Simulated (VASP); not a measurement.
# Cs (Fm-3m) in VASP: single point with PBE

Aim: the single point of Cs with PBE.

Program: VASP 6.6.1. These are calculated values, not measurements. Logs are shortened: lines on timing, memory, paths and dates and some standing lists are left out, and cuts for length are marked.

### 1 The cell of the first run

Symmetry: Fm-3m, No. 225, cubic system. Conventional cell: a = 5.713 Å, b = 5.713 Å, c = 5.713 Å, α = 90.00°, β = 90.00°, γ = 90.00°. Within 5.3 Å of Cs (site symmetry m-3m) lie 12 Cs at 4.04 Å.

This isn't the form of Cs at room conditions, which is bcc.

### 2 Single point, PBE (46.62 Å³/atom)

The input, POSCAR:

```
Cs
1.0
    0.0000000000      2.8565786267      2.8565786267
    2.8565786267      0.0000000000      2.8565786267
    2.8565786267      2.8565786267      0.0000000000
Cs
1
Direct
    0.0000000000      0.0000000000      0.0000000000
```

The input, INCAR.step1:

```
SYSTEM = Cs
ALGO     = Normal         ! electronic algorithm
EDIFF    = 1E-6           ! SCF threshold, eV
ENCUT    = 520            ! plane-wave cutoff, eV
GGA      = PE             ! functional
ISIF     = 2              ! what is computed and relaxed
ISMEAR   = -1             ! smearing method
LASPH    = .TRUE.         ! aspherical terms in the spheres
LCHARG   = .TRUE.         ! write CHGCAR
LREAL    = .FALSE.        ! projectors in reciprocal space
LWAVE    = .FALSE.        ! write WAVECAR
NBANDS   = 10             ! bands
NELM     = 100            ! most SCF steps
PREC     = Accurate       ! precision mode
SIGMA    = 0.05           ! smearing width, eV
```

The input, KPOINTS.step1:

```
k-points
0
G
  10 10 10
  0 0 0
```

The input, INCAR.step2:

```
SYSTEM = Cs
ALGO     = Normal         ! electronic algorithm
EDIFF    = 1E-6           ! SCF threshold, eV
ENCUT    = 520            ! plane-wave cutoff, eV
GGA      = PE             ! functional
ICHARG   = 11             ! starting density
ISIF     = 2              ! what is computed and relaxed
ISMEAR   = -5             ! smearing method
LASPH    = .TRUE.         ! aspherical terms in the spheres
LCHARG   = .FALSE.        ! write CHGCAR
LORBIT   = 11             ! projections on sites
LREAL    = .FALSE.        ! projectors in reciprocal space
LWAVE    = .FALSE.        ! write WAVECAR
NEDOS    = 2001           ! points of the DOS
NELM     = 100            ! most SCF steps
PREC     = Accurate       ! precision mode
SIGMA    = 0.05           ! smearing width, eV
```

The input, KPOINTS.step2:

```
k-points
0
G
  15 15 15
  0 0 0
```

Potentials or basis: VASP PAW PBE potentials, release 64 (Cs_sv).

Started as:

```sh
$ cat potpaw_PBE.64/Cs_sv/POTCAR > POTCAR
$ cp INCAR.step1 INCAR
$ cp KPOINTS.step1 KPOINTS
$ mpirun -np 1 vasp_std > vasp.out
$ cp INCAR.step2 INCAR
$ cp KPOINTS.step2 KPOINTS
$ mpirun -np 1 vasp_std > vasp.out
```

OUTCAR:

```text
SYSTEM = Cs
   EDIFF = 1E-6
   ENCUT = 520
   GGA = PE
   ICHARG = 11
   ISIF = 2
   ISMEAR = -5
   LASPH = .TRUE.
   LORBIT = 11
   LREAL = .FALSE.
   NELM = 100
   PREC = Accurate

 ion  position               nearest neighbor table
   1  0.000  0.000  0.000-

  LATTYP: Found a face centered cubic cell.
 ALAT       =     5.7131572534

  Lattice vectors:

 A1 = (   0.0000000000,   2.8565786267,   2.8565786267)
 A2 = (   2.8565786267,   0.0000000000,   2.8565786267)
 A3 = (   2.8565786267,   2.8565786267,   0.0000000000)

Analysis of symmetry for initial positions (statically):
=====================================================================
 Subroutine PRICEL returns:
 Original cell was already a primitive cell.

 Routine SETGRP: Setting up the symmetry group for a
 face centered cubic supercell.

 Subroutine GETGRP returns: Found 48 space group operations
 (whereof 48 operations were pure point group operations)
 out of a pool of 48 trial point group operations.

The static configuration has the point symmetry O_h .

Analysis of symmetry for dynamics (positions and initial velocities):
=====================================================================
 Subroutine PRICEL returns:
 Original cell was already a primitive cell.

 Routine SETGRP: Setting up the symmetry group for a
 face centered cubic supercell.

 Subroutine GETGRP returns: Found 48 space group operations
 (whereof 48 operations were pure point group operations)
 out of a pool of 48 trial point group operations.

The dynamic configuration has the point symmetry O_h .

 Subroutine INISYM returns: Found 48 space group operations
 (whereof 48 operations are pure point group operations),
 and found     1 'primitive' translations

----------------------------------------------------------------------------------------

                                     Primitive cell

  volume of cell :      46.6196

  direct lattice vectors                    reciprocal lattice vectors
     0.000000000  2.856578627  2.856578627    -0.175034566  0.175034566  0.175034566
     2.856578627  0.000000000  2.856578627     0.175034566 -0.175034566  0.175034566
     2.856578627  2.856578627  0.000000000     0.175034566  0.175034566 -0.175034566

  length of vectors
     4.039812236  4.039812236  4.039812236     0.303168761  0.303168761  0.303168761

  position of ions in fractional coordinates (direct lattice)
     0.000000000  0.000000000  0.000000000

  ion indices of the primitive-cell ions
   primitive index   ion index
                 1           1

----------------------------------------------------------------------------------------

 KPOINTS: k-points

Automatic generation of k-mesh.
 Grid dimensions read from file:
 generate k-points for:   15   15   15

 Generating k-lattice:

  Cartesian coordinates                     Fractional coordinates (reciprocal lattice)
    -0.011668971  0.011668971  0.011668971     0.066666667  0.000000000  0.000000000
     0.011668971 -0.011668971  0.011668971     0.000000000  0.066666667  0.000000000
     0.011668971  0.011668971 -0.011668971     0.000000000  0.000000000  0.066666667

  Length of vectors
     0.020211251  0.020211251  0.020211251

  Shift w.r.t. Gamma in fractional coordinates (k-lattice)
     0.000000000  0.000000000  0.000000000

 TETIRR: Found    484 inequivalent tetrahedra from    20250

 Subroutine IBZKPT returns following result:
 ===========================================

 Found    120 irreducible k-points:

 Following reciprocal coordinates:
            Coordinates               Weight
  0.000000  0.000000  0.000000      1.000000
  0.066667  0.000000  0.000000      8.000000
  0.133333  0.000000  0.000000      8.000000
  0.200000  0.000000  0.000000      8.000000
  0.266667  0.000000  0.000000      8.000000
  0.333333  0.000000  0.000000      8.000000
[... 16 lines left out ...]
  0.133333  0.133333  0.000000      6.000000
  0.200000  0.133333  0.000000     24.000000
 [... further k-points ...]
   k-points           NKPTS =    120   k-points in BZ     NKDIM =    120   number of bands    NBANDS=      8
   number of dos      NEDOS =   2001   number of ions     NIONS =      1
   total plane-waves  NPLWV =  27000
   dimension x,y,z NGX =    30 NGY =   30 NGZ =   30
   dimension x,y,z NGXF=    60 NGYF=   60 NGZF=   60
   ions per type =               1
   NGX,Y,Z   is equivalent  to a cutoff of  12.35, 12.35, 12.35 a.u.
   NGXF,Y,Z  is equivalent  to a cutoff of  24.69, 24.69, 24.69 a.u.
 SYSTEM =  Cs
   PREC   = accura    normal or accurate (medium, high low for compatibility)
   ISTART =      0    job   : 0-new  1-cont  2-samecut
   ICHARG =     11    charge: 1-file 2-atom 10-const
   ISPIN  =      1    spin polarized calculation?
   LNONCOLLINEAR =      F non collinear calculations
   LSORBIT =      F    spin-orbit coupling
   LASPH  =      T    aspherical Exc in radial PAW
   ENCUT  =  520.0 eV  38.22 Ry    6.18 a.u.   7.51  7.51  7.51*2*pi/ulx,y,z
   NELM   =    100;   NELMIN=  2; NELMDL=  0     # of ELM steps
   EDIFF  = 0.1E-05   stopping-criterion for ELM
   LREAL  =      F    real-space projection
   EDIFFG = 0.1E-04   stopping-criterion for IOM
   NSW    =      0    number of steps for IOM
   IBRION =     -1    ionic relax: 0-MD 1-quasi-New 2-CG
   NFREE  =      0    steps in history (QN), initial steepest desc. (CG)
   ISIF   =      2    stress and relaxation
   ISYM   =      2    0-nonsym 1-usesym 2-fastsym
   POTIM  = 0.5000    time-step for ionic-motion
   TEBEG  =    0.0;   TEEND  =   0.0 temperature during run
   PSTRESS=    0.0 pullay stress
   NELECT =       9.0000    total number of electrons
   NUPDOWN=      -1.0000    fix difference up-down
   EMIN   =  10.00;   EMAX   =-10.00  energy-range for DOS
   EFERMI =   0.00;   METHOD = LEGACY
   ISMEAR =    -5;   SIGMA  =   0.05  broadening in eV -4-tet -1-fermi 0-gaus
   EFERMI_NEDOS =   21; number of points for ismear=-14 and -15
   IALGO  =     38    algorithm
   IMIX   =      4    mixing-type and parameters
     AMIX     =   0.40;   BMIX     =  1.00
     AMIX_MAG =   1.60;   BMIX_MAG =  1.00
  volume/ion in A,a.u.               =      46.62       314.60
  Fermi-wavevector in a.u.,A,eV,Ry     =   0.946163  1.787990 12.180279  0.895225
  Thomas-Fermi vector in A             =   2.074135
   LORBIT       =     11    0 simple, 1 ext, 2 COOP (PROOUT), +10 PAW based schemes
   GGA     = PE    functional components
   LHFCALC =     F    Hartree Fock is set to
   AEXX    =    0.0000 exact exchange contribution
   IVDW    =     0    specifies the selected vdW correction
   LEPSILON=     F    determine dielectric tensor
   LRPA    =     F    only Hartree local field effects (RPA)
 non-spin polarized calculation
 Fermi weights with tetrahedron method with Bloechl corrections
  energy-cutoff  :      520.00
  volume of cell :       46.62
 maximum number of plane-waves:      1283
 NGX is ok and might be reduce to    30

 number of electron       9.0000001 magnetization

 Free energy of the ion-electron system (eV)
  ---------------------------------------------------
  ext. energy  EPLUGINS =         0.00000000
  ---------------------------------------------------
  free energy    TOTEN  =        -0.06894813 eV

  energy without entropy =       -0.06894813  energy(sigma->0) =       -0.06894813

 E-fermi :   3.9714     XC(G=0):  -8.3328

 val. band max:        3.9874208488   @ k =   0.4000   0.2667   0.0667
 cond. band min:       3.9740190039   @ k =  -0.4667   0.4667   0.0000
 fundamental gap:     -0.0134018449
 Fermi energy:         3.9714342605

 k-point     1 :       0.0000    0.0000    0.0000
  band No.  band energies     occupation
      1     -20.0516      2.00000
      2      -5.9465      2.00000
      3      -5.9465      2.00000
      4      -5.9465      2.00000
      5       1.9368      2.00000
      6       6.7978      0.00000
      7       6.7978      0.00000
      8       6.7978      0.00000

 k-point     2 :       0.0667    0.0000    0.0000
  band No.  band energies     occupation
      1     -20.0407      2.00000
      2      -6.0456      2.00000
      3      -5.9565      2.00000
      4      -5.9565      2.00000
      5       2.0809      2.00000
      6       6.6275      0.00000
      7       6.8580      0.00000
      8       6.8580      0.00000

 k-point     3 :       0.1333    0.0000    0.0000
  band No.  band energies     occupation
      1     -20.0094      2.00000
      2      -6.3115      2.00000
      3      -5.9847      2.00000
      4      -5.9847      2.00000
      5       2.4647      2.00000
      6       6.2819      0.00000
      7       6.9985      0.00000
      8       6.9985      0.00000

 k-point     4 :       0.2000    0.0000    0.0000
  band No.  band energies     occupation
      1     -19.9627      2.00000
      2      -6.6713      2.00000
      3      -6.0256      2.00000
      4      -6.0256      2.00000
      5       2.9526      2.00000
      6       6.0192      0.00000
      7       7.0793      0.00000
      8       7.0793      0.00000

 k-point     5 :       0.2667    0.0000    0.0000
  band No.  band energies     occupation
      1     -19.9079      2.00000
      2      -7.0488      2.00000
      3      -6.0714      2.00000
      4      -6.0714      2.00000
      5       3.3447      2.00000
      6       6.0385      0.00000
      7       6.9701      0.00000
      8       6.9701      0.00000

 k-point     6 :       0.3333    0.0000    0.0000
  band No.  band energies     occupation
      1     -19.8544      2.00000
      2      -7.3825      2.00000
      3      -6.1144      2.00000
      4      -6.1144      2.00000
      5       3.5062      2.00000
      6       6.3937      0.00000
      7       6.7630      0.00000
      8       6.7630      0.00000

 k-point     7 :       0.4000    0.0000    0.0000
  band No.  band energies     occupation
      1     -19.8117      2.00000
      2      -7.6286      2.00000
      3      -6.1473      2.00000
      4      -6.1473      2.00000
      5       3.5122      2.00000
      6       6.5825      0.00000
      7       6.5825      0.00000
      8       6.8652      0.00000
[... 133 lines left out ...]
 k-point    20 :      -0.2000    0.0667    0.0000
  band No.  band energies     occupation
      1     -19.9371      2.00000
      2      -6.8106      2.00000
      3      -6.1282      2.00000
      4      -6.0165      2.00000
      5       3.2182      2.00000
      6       5.8882      0.00000
      7       6.9683      0.00000
      8       7.1510      0.00000

 k-point    21 :      -0.1333    0.0667    0.0000
  band No.  band energies     occupation
      1     -19.9865      2.00000
      2      -6.4579      2.00000
      3      -6.0694      2.00000
      4      -5.9786      2.00000
      5       2.7355      2.00000
      6       6.0670      0.00000
      7       7.0611      0.00000
      8       7.1050      0.00000

 k-point    22 :      -0.0667    0.0667    0.0000
  band No.  band energies     occupation
      1     -20.0230      2.00000
      2      -6.1796      2.00000
      3      -6.0084      2.00000
      4      -5.9572      2.00000
      5       2.3063      2.00000
      6       6.3854      0.00000
      7       6.9390      0.00000
      8       6.9772      0.00000

 k-point    23 :       0.1333    0.1333    0.0000
  band No.  band energies     occupation
      1     -19.9954      2.00000
      2      -6.3027      2.00000
      3      -6.0611      2.00000
      4      -6.0611      2.00000
      5       2.6436      2.00000
      6       5.9383      0.00000
      7       7.2317      0.00000
      8       7.2317      0.00000

 k-point    24 :       0.2000    0.1333    0.0000
  band No.  band energies     occupation
      1     -19.9606      2.00000
      2      -6.5367      2.00000
      3      -6.1168      2.00000
      4      -6.1018      2.00000
      5       3.0296      2.00000
      6       5.6428      0.00000
      7       7.1681      0.00000
      8       7.4350      0.00000

 [... further k-points ...]

------------------------ aborting loop because EDIFF is reached ----------------------------------------

  FORCE on cell =-STRESS in cart. coord.  units (eV):
  Direction    XX          YY          ZZ          XY          YZ          ZX
  --------------------------------------------------------------------------------------
  -------------------------------------------------------------------------------------
  Total        1.8232383      1.8232383      1.8232383     -0.0000000      0.0000000     -0.0000000
  in kB       62.6592905     62.6592905     62.6592905     -0.0000000      0.0000000     -0.0000000
  external PRESSURE =      62.6592905 kB  Pullay stress =       0.0000000 kB

 VOLUME and BASIS-vectors are now :
 -----------------------------------------------------------------------------
  energy-cutoff  :      520.00
  volume of cell :       46.62
      direct lattice vectors                 reciprocal lattice vectors
     0.000000000  2.856578627  2.856578627    -0.175034566  0.175034566  0.175034566
     2.856578627  0.000000000  2.856578627     0.175034566 -0.175034566  0.175034566
     2.856578627  2.856578627  0.000000000     0.175034566  0.175034566 -0.175034566

 POSITION                                       TOTAL-FORCE (eV/Angst)
 -----------------------------------------------------------------------------------
      0.00000      0.00000      0.00000        -0.000000      0.000000     -0.000000
 -----------------------------------------------------------------------------------
    total drift:                                0.000000      0.000000      0.000000

  FREE ENERGIE OF THE ION-ELECTRON SYSTEM (eV)
  ---------------------------------------------------
  free  energy   TOTEN  =        -0.0689481290 eV

  energy  without entropy=       -0.0689481290  energy(sigma->0) =       -0.06894813

 total charge

# of ion       s       p       d       tot
------------------------------------------
    1        1.869   4.606   0.106   6.581
```

Wall time 25 s (1 thread of Intel Xeon 6975P-C (Granite Rapids), shared host); peak memory 0.18 GiB.

Results:

```
Valence electrons inside the program's atomic spheres : Cs 6.58
```

Caveat: spin-orbit coupling is left out, which moves the levels of the heavy elements; tetrahedron occupations give inexact forces and stress in metals.
